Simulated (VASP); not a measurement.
# CdMo (P4/nmm) in VASP: notebook

CdMo is run at these levels: PBE; tasks: single point, relaxation of cell and atoms.

All numbers are computed with VASP 6.6.1; they aren't measurements. Logs are shortened: lines on timing, memory, paths and dates and some standing lists are left out, and cuts for length are marked.

## Step 1: The cell of the first run

Symmetry: P4/nmm, No. 129, tetragonal system. The conventional cell has a = 2.769 Å, b = 2.769 Å, c = 9.448 Å, α = 90.00°, β = 90.00°, γ = 90.00°. Within 3.7 Å of Mo (site symmetry 4mm) lie 8 Mo at 2.77 to 2.97 Å and 4 Cd at 3.03 Å. Within 3.7 Å of Cd (site symmetry 4mm) lie 8 Cd at 2.77 to 3.26 Å and 4 Mo at 3.03 Å.

## Step 2: Single point, PBE

Input file INCAR:

```
PREC     = Accurate       # precision mode
ENCUT    = 520            # plane-wave cutoff, eV
EDIFF    = 1E-6           # SCF threshold, eV
ISMEAR   = -1             # smearing method
SIGMA    = 0.1            # smearing width, eV
LREAL    = F              # projectors in reciprocal space
LASPH    = T              # aspherical terms in the spheres
NELM     = 80             # most SCF steps
ALGO     = Normal         # electronic algorithm
ISIF     = 2              # what is computed and relaxed
LWAVE    = F              # write WAVECAR
LCHARG   = F              # write CHGCAR
GGA      = PE             # functional
NBANDS   = 34             # bands
```

Input file KPOINTS:

```
regular mesh
0
Gamma
  11 11 4
```

Input file POSCAR:

```
CdMo
1.0
    2.7693100105      0.0000000000      0.0000000000
    0.0000000000      2.7693100105      0.0000000000
    0.0000000000      0.0000000000      9.4481161786
Mo Cd
2 2
Direct
    0.0000000000      0.5000000000      0.6179911874
    0.5000000000      0.0000000000      0.3820088126
    0.0000000000      0.5000000000      0.1379506007
    0.5000000000      0.0000000000      0.8620493993
```

Potentials or basis: VASP PAW PBE potentials, release 64 (Mo_sv, Cd).

Started as:

```sh
> cat potpaw_PBE.64/Mo_sv/POTCAR potpaw_PBE.64/Cd/POTCAR > POTCAR
> mpirun -np 1 vasp_std > vasp.out
```

OUTCAR:

```text
PREC = Accurate
   ENCUT = 520
   EDIFF = 1E-6
   ISMEAR = -1
   LREAL = F
   LASPH = T
   NELM = 80
   ISIF = 2
   GGA = PE

 ion  position               nearest neighbor table
   1  0.000  0.500  0.618-   2 2.97   2 2.97   2 2.97   2 2.97   4 3.03   4 3.03   4 3.03   4 3.03

   2  0.500  0.000  0.382-   1 2.97   1 2.97   1 2.97   1 2.97   3 3.03   3 3.03   3 3.03   3 3.03

   3  0.000  0.500  0.138-   2 3.03   2 3.03   2 3.03   2 3.03   4 3.26   4 3.26   4 3.26   4 3.26

   4  0.500  0.000  0.862-   1 3.03   1 3.03   1 3.03   1 3.03   3 3.26   3 3.26   3 3.26   3 3.26

  LATTYP: Found a simple tetragonal cell.
 ALAT       =     2.7693100105
 C/A-ratio  =     3.4117221051

  Lattice vectors:

 A1 = (   2.7693100105,   0.0000000000,   0.0000000000)
 A2 = (   0.0000000000,   2.7693100105,   0.0000000000)
 A3 = (   0.0000000000,   0.0000000000,   9.4481161786)

Analysis of symmetry for initial positions (statically):
=====================================================================
 Subroutine PRICEL returns:
 Original cell was already a primitive cell.

 Routine SETGRP: Setting up the symmetry group for a
 simple tetragonal supercell.

 Subroutine GETGRP returns: Found 16 space group operations
 (whereof  8 operations were pure point group operations)
 out of a pool of 16 trial point group operations.

The static configuration has the point symmetry D_2d.
 The point group associated with its full space group is D_4h.

Analysis of symmetry for dynamics (positions and initial velocities):
=====================================================================
 Subroutine PRICEL returns:
 Original cell was already a primitive cell.

 Routine SETGRP: Setting up the symmetry group for a
 simple tetragonal supercell.

 Subroutine GETGRP returns: Found 16 space group operations
 (whereof  8 operations were pure point group operations)
 out of a pool of 16 trial point group operations.

The dynamic configuration has the point symmetry D_2d.
 The point group associated with its full space group is D_4h.

 Subroutine INISYM returns: Found 16 space group operations
 (whereof  8 operations are pure point group operations),
 and found     1 'primitive' translations

----------------------------------------------------------------------------------------

                                     Primitive cell

  volume of cell :      72.4583

  direct lattice vectors                    reciprocal lattice vectors
     2.769310010  0.000000000  0.000000000     0.361100778  0.000000000  0.000000000
     0.000000000  2.769310010  0.000000000     0.000000000  0.361100778  0.000000000
     0.000000000  0.000000000  9.448116179     0.000000000  0.000000000  0.105841205

  length of vectors
     2.769310010  2.769310010  9.448116179     0.361100778  0.361100778  0.105841205

  position of ions in fractional coordinates (direct lattice)
     0.000000000  0.500000000  0.617991187
     0.500000000  0.000000000  0.382008813
     0.000000000  0.500000000  0.137950601
     0.500000000  0.000000000  0.862049399

  ion indices of the primitive-cell ions
   primitive index   ion index
                 1           1
                 2           2
                 3           3
                 4           4

----------------------------------------------------------------------------------------

 KPOINTS: regular mesh

Automatic generation of k-mesh.
 Grid dimensions read from file:
 generate k-points for:   11   11    4

 Generating k-lattice:

  Cartesian coordinates                     Fractional coordinates (reciprocal lattice)
     0.032827343  0.000000000  0.000000000     0.090909091  0.000000000  0.000000000
     0.000000000  0.032827343  0.000000000     0.000000000  0.090909091  0.000000000
     0.000000000  0.000000000  0.026460301     0.000000000  0.000000000  0.250000000

  Length of vectors
     0.032827343  0.032827343  0.026460301

  Shift w.r.t. Gamma in fractional coordinates (k-lattice)
     0.000000000  0.000000000  0.000000000

 Subroutine IBZKPT returns following result:
 ===========================================

 Found     63 irreducible k-points:

 Following reciprocal coordinates:
            Coordinates               Weight
  0.000000  0.000000  0.000000      1.000000
  0.090909  0.000000  0.000000      4.000000
  0.181818  0.000000  0.000000      4.000000
  0.272727  0.000000  0.000000      4.000000
  0.363636  0.000000  0.000000      4.000000
  0.454545  0.000000  0.000000      4.000000
[... 16 lines left out ...]
  0.090909  0.000000  0.250000      8.000000
  0.181818  0.000000  0.250000      8.000000
 [... further k-points ...]
   k-points           NKPTS =     63   k-points in BZ     NKDIM =     63   number of bands    NBANDS=     34
   number of dos      NEDOS =    301   number of ions     NIONS =      4
   total plane-waves  NPLWV =  40320
   dimension x,y,z NGX =    24 NGY =   24 NGZ =   70
   dimension x,y,z NGXF=    48 NGYF=   48 NGZF=  140
   ions per type =               2   2
   NGX,Y,Z   is equivalent  to a cutoff of  14.41, 14.41, 12.32 a.u.
   NGXF,Y,Z  is equivalent  to a cutoff of  28.82, 28.82, 24.63 a.u.
 SYSTEM =  unknown system
   PREC   = accura    normal or accurate (medium, high low for compatibility)
   ISTART =      0    job   : 0-new  1-cont  2-samecut
   ICHARG =      2    charge: 1-file 2-atom 10-const
   ISPIN  =      1    spin polarized calculation?
   LNONCOLLINEAR =      F non collinear calculations
   LSORBIT =      F    spin-orbit coupling
   LASPH  =      T    aspherical Exc in radial PAW
   ENCUT  =  520.0 eV  38.22 Ry    6.18 a.u.   5.15  5.15 17.57*2*pi/ulx,y,z
   NELM   =     80;   NELMIN=  2; NELMDL= -5     # of ELM steps
   EDIFF  = 0.1E-05   stopping-criterion for ELM
   LREAL  =      F    real-space projection
[... 7 lines left out ...]
   TEBEG  =    0.0;   TEEND  =   0.0 temperature during run
   PSTRESS=    0.0 pullay stress
   NELECT =      52.0000    total number of electrons
   NUPDOWN=      -1.0000    fix difference up-down
   EMIN   =  10.00;   EMAX   =-10.00  energy-range for DOS
   EFERMI =   0.00;   METHOD = LEGACY
   ISMEAR =    -1;   SIGMA  =   0.10  broadening in eV -4-tet -1-fermi 0-gaus
   EFERMI_NEDOS =   21; number of points for ismear=-14 and -15
   IALGO  =     38    algorithm
   IMIX   =      4    mixing-type and parameters
     AMIX     =   0.40;   BMIX     =  1.00
     AMIX_MAG =   1.60;   BMIX_MAG =  1.00
  volume/ion in A,a.u.               =      18.11       122.24
  Fermi-wavevector in a.u.,A,eV,Ry     =   1.465705  2.769780 29.229264  2.148290
  Thomas-Fermi vector in A             =   2.581530
   LORBIT       =      0    0 simple, 1 ext, 2 COOP (PROOUT), +10 PAW based schemes
   GGA     = PE    functional components
   LHFCALC =     F    Hartree Fock is set to
   AEXX    =    0.0000 exact exchange contribution
   IVDW    =     0    specifies the selected vdW correction
   LEPSILON=     F    determine dielectric tensor
   LRPA    =     F    only Hartree local field effects (RPA)
 non-spin polarized calculation
  energy-cutoff  :      520.00
  volume of cell :       72.46
 maximum number of plane-waves:      1972
 NGX is ok and might be reduce to    24
   NGX = 11   NGY = 11   NGZ = 35

 number of electron      52.0000000 magnetization

 Free energy of the ion-electron system (eV)
  ---------------------------------------------------
  ext. energy  EPLUGINS =         0.00000000
  ---------------------------------------------------
  free energy    TOTEN  =       -21.70767154 eV

  energy without entropy =      -21.59935582  energy(sigma->0) =      -21.65351368

 E-fermi :   7.2729     XC(G=0): -12.2549

 val. band max:        7.2585652514   @ k =   0.3636   0.2727   0.5000
 cond. band min:       7.2769284771   @ k =   0.4545   0.1818   0.5000
 fundamental gap:      0.0183632257
 Fermi energy:         7.2729219392

 k-point     1 :       0.0000    0.0000    0.0000
  band No.  band energies     occupation
      1     -53.8768      2.00000
      2     -53.7947      2.00000
      3     -28.1651      2.00000
      4     -27.7187      2.00000
      5     -27.5030      2.00000
      6     -27.5030      2.00000
[... 26 lines left out ...]
     33      10.4461      0.00000
     34      18.4555      0.00000

 k-point     2 :       0.0909    0.0000    0.0000
  band No.  band energies     occupation
      1     -53.8677      2.00000
      2     -53.7889      2.00000
      3     -28.1519      2.00000
      4     -27.7340      2.00000
      5     -27.5552      2.00000
      6     -27.4948      2.00000
[... 26 lines left out ...]
     33      10.6297      0.00000
     34      16.7505      0.00000

 k-point     3 :       0.1818    0.0000    0.0000
  band No.  band energies     occupation
      1     -53.8428      2.00000
      2     -53.7735      2.00000
      3     -28.1195      2.00000
      4     -27.8269      2.00000
      5     -27.6423      2.00000
      6     -27.6279      2.00000
[... 26 lines left out ...]
     33      11.0266      0.00000
     34      14.1111      0.00000

 k-point     4 :       0.2727    0.0000    0.0000
  band No.  band energies     occupation
      1     -53.8087      2.00000
      2     -53.7545      2.00000
      3     -28.1066      2.00000
      4     -28.0225      2.00000
      5     -27.8168      2.00000
      6     -27.6823      2.00000
[... 26 lines left out ...]
     33      11.5510      0.00000
     34      12.2587      0.00000

 k-point     5 :       0.3636    0.0000    0.0000
  band No.  band energies     occupation
      1     -53.7743      2.00000
      2     -53.7398      2.00000
      3     -28.2117      2.00000
      4     -28.2032      2.00000
      5     -27.8643      2.00000
      6     -27.7162      2.00000
[... 621 lines left out ...]
 k-point    22 :       0.0000    0.0000    0.2500
  band No.  band energies     occupation
      1     -53.8768      2.00000
      2     -53.7947      2.00000
      3     -28.1651      2.00000
      4     -27.7187      2.00000
      5     -27.5030      2.00000
      6     -27.5030      2.00000
[... 26 lines left out ...]
     33      11.0477      0.00000
     34      17.2609      0.00000

 k-point    23 :       0.0909    0.0000    0.2500
  band No.  band energies     occupation
      1     -53.8677      2.00000
      2     -53.7889      2.00000
      3     -28.1519      2.00000
      4     -27.7340      2.00000
      5     -27.5552      2.00000
      6     -27.4948      2.00000
[... 26 lines left out ...]
     33      11.4496      0.00000
     34      16.8946      0.00000

 k-point    24 :       0.1818    0.0000    0.2500
  band No.  band energies     occupation
      1     -53.8428      2.00000
      2     -53.7735      2.00000
      3     -28.1195      2.00000
      4     -27.8269      2.00000
      5     -27.6423      2.00000
      6     -27.6279      2.00000
[... 26 lines left out ...]
     33      12.1706      0.00000
     34      14.3160      0.00000

 [... further k-points ...]

------------------------ aborting loop because EDIFF is reached ----------------------------------------

  FORCE on cell =-STRESS in cart. coord.  units (eV):
  Direction    XX          YY          ZZ          XY          YZ          ZX
  --------------------------------------------------------------------------------------
  -------------------------------------------------------------------------------------
  Total        0.2875277      0.2875277      0.2463989      0.0000000      0.0000000      0.0000000
  in kB        6.3577262      6.3577262      5.4483000      0.0000000      0.0000000      0.0000000
  external PRESSURE =       6.0545841 kB  Pullay stress =       0.0000000 kB

 VOLUME and BASIS-vectors are now :
 -----------------------------------------------------------------------------
  energy-cutoff  :      520.00
  volume of cell :       72.46
      direct lattice vectors                 reciprocal lattice vectors
     2.769310010  0.000000000  0.000000000     0.361100778  0.000000000  0.000000000
     0.000000000  2.769310010  0.000000000     0.000000000  0.361100778  0.000000000
     0.000000000  0.000000000  9.448116179     0.000000000  0.000000000  0.105841205

 POSITION                                       TOTAL-FORCE (eV/Angst)
 -----------------------------------------------------------------------------------
      0.00000      1.38466      5.83885         0.000000      0.000000     -0.026828
      1.38466      0.00000      3.60926         0.000000      0.000000      0.026828
      0.00000      1.38466      1.30337         0.000000      0.000000     -0.022155
      1.38466      0.00000      8.14474        -0.000000      0.000000      0.022155
 -----------------------------------------------------------------------------------
    total drift:                                0.000000      0.000000      0.000000

  FREE ENERGIE OF THE ION-ELECTRON SYSTEM (eV)
  ---------------------------------------------------
  free  energy   TOTEN  =       -21.7076715423 eV

  energy  without entropy=      -21.5993558227  energy(sigma->0) =      -21.65351368
```

Wall time 49 s (1 thread of Intel Xeon 6975P-C (Granite Rapids), shared host); peak memory 0.27 GiB.

What came out:

```
Free energy            : -21.7077 eV
Pressure               : 0.6 GPa
Largest force          : 0.027 eV/Å
Band gap on the k mesh : zero (bands 26 and 27 overlap by 1.84 eV)
```

Forces in eV/Å, atoms in the order of the input:
```
Mo   0.000  0.000 -0.027
Mo   0.000  0.000  0.027
Cd   0.000  0.000 -0.022
Cd   0.000  0.000  0.022
```

(Continued in part 2 of 2.)
